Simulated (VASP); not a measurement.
# TiAl (an interface model) in VASP: single point with PBE

Aim: the single point of TiAl (an interface model) with PBE.

Everything below comes from runs of VASP 6.6.1. Logs are shortened: lines on timing, memory, paths and dates and some standing lists are left out, and cuts for length are marked.

### 1 The cell of the first run

The cell holds layers of an interface, 12 atoms: a = 3.186 Å, b = 3.186 Å, c = 19.663 Å, α = 90.00°, β = 90.00°, γ = 90.00°.

### 2 Single point, PBE

The input, INCAR:

```
PREC = Accurate
ENCUT = 520
EDIFF = 1E-6
ISMEAR = 0
SIGMA = 0.1
LREAL = F
LASPH = T
NELM = 80
ALGO = Fast
ISIF = 2
LWAVE = F
LCHARG = F
GGA = PE
NBANDS = 57
```

The input, KPOINTS:

```
regular mesh
0
Gamma
  10 10 2
```

The input, POSCAR:

```
TiAl
1.0
    3.1863036826      0.0000000000      0.0000000000
    0.0000000000      3.1863036826      0.0000000000
    0.0000000000      0.0000000000     19.6630343552
Ti Al
6 6
Direct
    0.5000000000      0.5000000000      0.0826047654
    0.5000000000      0.5000000000      0.2516421635
    0.5000000000      0.5000000000      0.4178472329
    0.0000000000      0.0000000000      0.4988194337
    0.0000000000      0.0000000000      0.6650245032
    0.0000000000      0.0000000000      0.8340619012
    0.0000000000      0.0000000000     -0.0000852725
    0.0000000000      0.0000000000      0.1680699458
    0.0000000000      0.0000000000      0.3354454475
    0.5000000000      0.5000000000      0.5812212192
    0.5000000000      0.5000000000      0.7485967209
    0.5000000000      0.5000000000      0.9167519392
```

Potentials or basis: VASP PAW PBE potentials, release 64 (Ti_sv, Al).

Run with:

```console
$ cat potpaw_PBE.64/Ti_sv/POTCAR potpaw_PBE.64/Al/POTCAR > POTCAR
$ mpirun -np 1 vasp_std > vasp.out
```

OUTCAR:

```text
PREC = Accurate
   ENCUT = 520
   EDIFF = 1E-6
   ISMEAR = 0
   LREAL = F
   LASPH = T
   NELM = 80
   ISIF = 2
   GGA = PE

 ion  position               nearest neighbor table
   1  0.500  0.500  0.083-   7 2.78   7 2.78   7 2.78   7 2.78   8 2.81   8 2.81   8 2.81   8 2.81

   2  0.500  0.500  0.252-   8 2.79   8 2.79   8 2.79   8 2.79   9 2.79   9 2.79   9 2.79   9 2.79

   3  0.500  0.500  0.418-   4 2.76   4 2.76   4 2.76   4 2.76   9 2.78   9 2.78   9 2.78   9 2.78
[... 7 lines left out ...]
   7  0.000  0.000  1.000-   1 2.78   1 2.78   1 2.78   1 2.78  12 2.78  12 2.78  12 2.78  12 2.78
                             8 3.31
   8  0.000  0.000  0.168-   2 2.79   2 2.79   2 2.79   2 2.79   1 2.81   1 2.81   1 2.81   1 2.81
                             9 3.29   7 3.31
   9  0.000  0.000  0.335-   3 2.78   3 2.78   3 2.78   3 2.78   2 2.79   2 2.79   2 2.79   2 2.79
                             8 3.29
  10  0.500  0.500  0.581-   4 2.78   4 2.78   4 2.78   4 2.78   5 2.79   5 2.79   5 2.79   5 2.79
                            11 3.29
  11  0.500  0.500  0.749-   5 2.79   5 2.79   5 2.79   5 2.79   6 2.81   6 2.81   6 2.81   6 2.81
                            10 3.29  12 3.31
  12  0.500  0.500  0.917-   6 2.78   6 2.78   6 2.78   6 2.78   7 2.78   7 2.78   7 2.78   7 2.78
                            11 3.31

  LATTYP: Found a simple tetragonal cell.
 ALAT       =     3.1863036826
 C/A-ratio  =     6.1711112041

  Lattice vectors:

 A1 = (   3.1863036826,   0.0000000000,   0.0000000000)
 A2 = (   0.0000000000,   3.1863036826,   0.0000000000)
 A3 = (   0.0000000000,   0.0000000000,  19.6630343552)

Analysis of symmetry for initial positions (statically):
=====================================================================
 Subroutine PRICEL returns:
 Original cell was already a primitive cell.

 Routine SETGRP: Setting up the symmetry group for a
 simple tetragonal supercell.

 Subroutine GETGRP returns: Found 16 space group operations
 (whereof  8 operations were pure point group operations)
 out of a pool of 16 trial point group operations.

The static configuration has the point symmetry C_4v.
 The point group associated with its full space group is D_4h.

Analysis of symmetry for dynamics (positions and initial velocities):
=====================================================================
 Subroutine PRICEL returns:
 Original cell was already a primitive cell.

 Routine SETGRP: Setting up the symmetry group for a
 simple tetragonal supercell.

 Subroutine GETGRP returns: Found 16 space group operations
 (whereof  8 operations were pure point group operations)
 out of a pool of 16 trial point group operations.

The dynamic configuration has the point symmetry C_4v.
 The point group associated with its full space group is D_4h.

 Subroutine INISYM returns: Found 16 space group operations
 (whereof  8 operations are pure point group operations),
 and found     1 'primitive' translations

----------------------------------------------------------------------------------------

                                     Primitive cell

  volume of cell :     199.6296

  direct lattice vectors                    reciprocal lattice vectors
     3.186303683  0.000000000  0.000000000     0.313843280  0.000000000  0.000000000
     0.000000000  3.186303683  0.000000000     0.000000000  0.313843280  0.000000000
     0.000000000  0.000000000 19.663034355     0.000000000  0.000000000  0.050856851

  length of vectors
     3.186303683  3.186303683 19.663034355     0.313843280  0.313843280  0.050856851

  position of ions in fractional coordinates (direct lattice)
     0.500000000  0.500000000  0.082604765
     0.500000000  0.500000000  0.251642164
     0.500000000  0.500000000  0.417847233
     0.000000000  0.000000000  0.498819434
     0.000000000  0.000000000  0.665024503
     0.000000000  0.000000000  0.834061901
     0.000000000  0.000000000  0.999914727
     0.000000000  0.000000000  0.168069946
     0.000000000  0.000000000  0.335445447
     0.500000000  0.500000000  0.581221219
     0.500000000  0.500000000  0.748596721
     0.500000000  0.500000000  0.916751939

  ion indices of the primitive-cell ions
   primitive index   ion index
                 1           1
                 2           2
                 3           3
                 4           4
                 5           5
                 6           6
                 7           7
                 8           8
                 9           9
                10          10
                11          11
                12          12

----------------------------------------------------------------------------------------

 KPOINTS: regular mesh

Automatic generation of k-mesh.
 Grid dimensions read from file:
 generate k-points for:   10   10    2

 Generating k-lattice:

  Cartesian coordinates                     Fractional coordinates (reciprocal lattice)
     0.031384328  0.000000000  0.000000000     0.100000000  0.000000000  0.000000000
     0.000000000  0.031384328  0.000000000     0.000000000  0.100000000  0.000000000
     0.000000000  0.000000000  0.025428425     0.000000000  0.000000000  0.500000000

  Length of vectors
     0.031384328  0.031384328  0.025428425

  Shift w.r.t. Gamma in fractional coordinates (k-lattice)
     0.000000000  0.000000000  0.000000000

 Subroutine IBZKPT returns following result:
 ===========================================

 Found     42 irreducible k-points:

 Following reciprocal coordinates:
            Coordinates               Weight
  0.000000  0.000000  0.000000      1.000000
  0.100000  0.000000  0.000000      4.000000
  0.200000  0.000000  0.000000      4.000000
  0.300000  0.000000  0.000000      4.000000
  0.400000  0.000000  0.000000      4.000000
  0.500000  0.000000  0.000000      2.000000
[... 16 lines left out ...]
  0.100000  0.000000  0.500000      4.000000
  0.200000  0.000000  0.500000      4.000000
 [... further k-points ...]
   k-points           NKPTS =     42   k-points in BZ     NKDIM =     42   number of bands    NBANDS=     57
   number of dos      NEDOS =    301   number of ions     NIONS =     12
   total plane-waves  NPLWV =  86400
   dimension x,y,z NGX =    24 NGY =   24 NGZ =  150
   dimension x,y,z NGXF=    48 NGYF=   48 NGZF=  300
   ions per type =               6   6
   NGX,Y,Z   is equivalent  to a cutoff of  12.52, 12.52, 12.68 a.u.
   NGXF,Y,Z  is equivalent  to a cutoff of  25.04, 25.04, 25.36 a.u.
 SYSTEM =  unknown system
   PREC   = accura    normal or accurate (medium, high low for compatibility)
   ISTART =      0    job   : 0-new  1-cont  2-samecut
   ICHARG =      2    charge: 1-file 2-atom 10-const
   ISPIN  =      1    spin polarized calculation?
   LNONCOLLINEAR =      F non collinear calculations
   LSORBIT =      F    spin-orbit coupling
   LASPH  =      T    aspherical Exc in radial PAW
   ENCUT  =  520.0 eV  38.22 Ry    6.18 a.u.   5.92  5.92 36.56*2*pi/ulx,y,z
   NELM   =     80;   NELMIN=  2; NELMDL= -5     # of ELM steps
   EDIFF  = 0.1E-05   stopping-criterion for ELM
   LREAL  =      F    real-space projection
   EDIFFG = 0.1E-04   stopping-criterion for IOM
   NSW    =      0    number of steps for IOM
   IBRION =     -1    ionic relax: 0-MD 1-quasi-New 2-CG
   NFREE  =      0    steps in history (QN), initial steepest desc. (CG)
   ISIF   =      2    stress and relaxation
   ISYM   =      2    0-nonsym 1-usesym 2-fastsym
   POTIM  = 0.5000    time-step for ionic-motion
   TEBEG  =    0.0;   TEEND  =   0.0 temperature during run
   PSTRESS=    0.0 pullay stress
   NELECT =      90.0000    total number of electrons
   NUPDOWN=      -1.0000    fix difference up-down
   EMIN   =  10.00;   EMAX   =-10.00  energy-range for DOS
   EFERMI =   0.00;   METHOD = LEGACY
   ISMEAR =     0;   SIGMA  =   0.10  broadening in eV -4-tet -1-fermi 0-gaus
   EFERMI_NEDOS =   21; number of points for ismear=-14 and -15
   IALGO  =     68    algorithm
   IMIX   =      4    mixing-type and parameters
     AMIX     =   0.40;   BMIX     =  1.00
     AMIX_MAG =   1.60;   BMIX_MAG =  1.00
  volume/ion in A,a.u.               =      16.64       112.26
  Fermi-wavevector in a.u.,A,eV,Ry     =   1.255300  2.372172 21.439748  1.575777
  Thomas-Fermi vector in A             =   2.389063
   LORBIT       =      0    0 simple, 1 ext, 2 COOP (PROOUT), +10 PAW based schemes
   GGA     = PE    functional components
   LHFCALC =     F    Hartree Fock is set to
   AEXX    =    0.0000 exact exchange contribution
   IVDW    =     0    specifies the selected vdW correction
   LEPSILON=     F    determine dielectric tensor
   LRPA    =     F    only Hartree local field effects (RPA)
 non-spin polarized calculation
 RMM-DIIS sequential band-by-band and
 Gauss-broadening in eV      SIGMA  =   0.10
  energy-cutoff  :      520.00
  volume of cell :      199.63
 maximum number of plane-waves:      5448
 NGX is ok and might be reduce to    24
   NGX = 11   NGY = 11   NGZ = 73

 number of electron      89.9999970 magnetization

 Free energy of the ion-electron system (eV)
  ---------------------------------------------------
  ext. energy  EPLUGINS =         0.00000000
  ---------------------------------------------------
  free energy    TOTEN  =       -72.68190720 eV

  energy without entropy =      -72.61779718  energy(sigma->0) =      -72.64985219

 E-fermi :   8.2501     XC(G=0): -10.9400

 val. band max:        8.2483294228   @ k =   0.1000   0.1000   0.0000
 cond. band min:       8.2517388587   @ k =   0.2000   0.0000   0.5000
 fundamental gap:      0.0034094360
 Fermi energy:         8.2500793751

 k-point     1 :       0.0000    0.0000    0.0000
  band No.  band energies     occupation
      1     -48.7061      2.00000
      2     -48.7061      2.00000
      3     -48.5969      2.00000
      4     -48.5861      2.00000
      5     -48.5861      2.00000
      6     -48.4524      2.00000
[... 1429 lines left out ...]
     56       9.8101      0.00000
     57       9.9582      0.00000

 [... further k-points ...]

------------------------ aborting loop because EDIFF is reached ----------------------------------------

  FORCE on cell =-STRESS in cart. coord.  units (eV):
  Direction    XX          YY          ZZ          XY          YZ          ZX
  --------------------------------------------------------------------------------------
  -------------------------------------------------------------------------------------
  Total       -3.4094776     -3.4094776      0.1133350      0.0000000      0.0000000      0.0000000
  in kB      -27.3636202    -27.3636202      0.9095984      0.0000000      0.0000000      0.0000000
  external PRESSURE =     -17.9392140 kB  Pullay stress =       0.0000000 kB

 VOLUME and BASIS-vectors are now :
 -----------------------------------------------------------------------------
  energy-cutoff  :      520.00
  volume of cell :      199.63
      direct lattice vectors                 reciprocal lattice vectors
     3.186303683  0.000000000  0.000000000     0.313843280  0.000000000  0.000000000
     0.000000000  3.186303683  0.000000000     0.000000000  0.313843280  0.000000000
     0.000000000  0.000000000 19.663034355     0.000000000  0.000000000  0.050856851

 POSITION                                       TOTAL-FORCE (eV/Angst)
 -----------------------------------------------------------------------------------
      1.59315      1.59315      1.62426         0.000000     -0.000000      0.001144
      1.59315      1.59315      4.94805        -0.000000     -0.000000      0.002021
      1.59315      1.59315      8.21614        -0.000000      0.000000      0.008040
      0.00000      0.00000      9.80830         0.000000     -0.000000     -0.008040
      0.00000      0.00000     13.07640        -0.000000     -0.000000     -0.002021
      0.00000      0.00000     16.40019        -0.000000      0.000000     -0.001144
      0.00000      0.00000     19.66136        -0.000000     -0.000000     -0.002586
      0.00000      0.00000      3.30477        -0.000000     -0.000000      0.002402
      0.00000      0.00000      6.59588        -0.000000     -0.000000     -0.006844
      1.59315      1.59315     11.42857        -0.000000     -0.000000      0.006844
      1.59315      1.59315     14.71968        -0.000000      0.000000     -0.002402
      1.59315      1.59315     18.02612        -0.000000     -0.000000      0.002586
 -----------------------------------------------------------------------------------
    total drift:                                0.000000     -0.000000     -0.000003

  FREE ENERGIE OF THE ION-ELECTRON SYSTEM (eV)
  ---------------------------------------------------
  free  energy   TOTEN  =       -72.6819071982 eV

  energy  without entropy=      -72.6177971760  energy(sigma->0) =      -72.64985219
```

Run time: 42 min. Hardware: 1 thread of AMD EPYC 7R43 (Zen 3), shared host; peak memory 0.48 GiB.

Results:

| Item | Value |
| --- | --- |
| Free energy | -72.6819 eV |
| Pressure | -1.8 GPa |
| Largest force | 0.008 eV/Å |
| Band gap on the k mesh | zero (bands 45 and 46 overlap by 1.14 eV) |

Forces in eV/Å, atoms in the order of the input:
```
Ti   0.000  0.000  0.001
Ti   0.000  0.000  0.002
Ti   0.000  0.000  0.008
Ti   0.000  0.000 -0.008
Ti   0.000  0.000 -0.002
Ti   0.000  0.000 -0.001
Al   0.000  0.000 -0.003
Al   0.000  0.000  0.002
Al   0.000  0.000 -0.007
Al   0.000  0.000  0.007
Al   0.000  0.000 -0.002
Al   0.000  0.000  0.003
```

Stress tensor (GPa, compression positive):
```
-2.74  0.00  0.00
 0.00 -2.74  0.00
 0.00  0.00  0.09
```

Levels at points of the mesh, in eV from the Fermi level:
```csv
k point,band 43,band 44,band 45,band 46,band 47,band 48
"(0.00, 0.00, 0.00)",0.40,0.57,0.57,0.73,0.77,0.77
"(0.50, 0.00, 0.00)",-0.52,-0.52,-0.34,-0.34,0.05,0.05
"(0.50, 0.50, 0.00)",-0.59,-0.59,-0.58,-0.58,-0.42,-0.42
"(0.00, 0.00, 0.50)",0.42,0.52,0.52,0.73,0.86,0.86
"(0.50, 0.00, 0.50)",-0.43,-0.43,-0.37,-0.37,0.05,0.05
"(0.50, 0.50, 0.50)",-0.60,-0.60,-0.53,-0.53,-0.39,-0.39
```
